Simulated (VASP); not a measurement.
Runs of VASP 6.6.1 on SrVO3. The structure is that of space group Pm-3m (No. 221), or close to it. The cells are those of the table. 

```csv
cell,gap on the mesh (eV),pressure (GPa)
"a = 3.909 Å, 5 atoms",none,-5.8
"a = 3.883 Å, 5 atoms",none,-2.6
"a = 3.806 Å, 5 atoms",none,(a)
"a = 3.832 Å, 5 atoms",none,4.8
```

Alike in all rows: task single point; level PBE; potentials or basis VASP PAW PBE potentials, release 64 (Sr_sv, V_sv, O); no spin polarisation; k mesh 8 × 8 × 8; cutoff (eV) 520; smearing gaussian 0.05 eV.

Estimate the missing entries.

(a) 9.1.

Caveats: an odd number of electrons without spin polarisation forces a metal; a magnetic or distorted state may lie lower; the run has no spin polarisation, though such a crystal can be magnetic; semilocal functionals often make such compounds metallic where correlation or magnetic order opens a gap, which also shifts bond lengths; the cell stands under pressure (at least some runs); the cell stands under tension (at least some runs).

A k mesh can miss the band edges, and the runs leave out spin-orbit coupling on Sr.

A gap of «none» marks levels without a gap at the run's occupations.
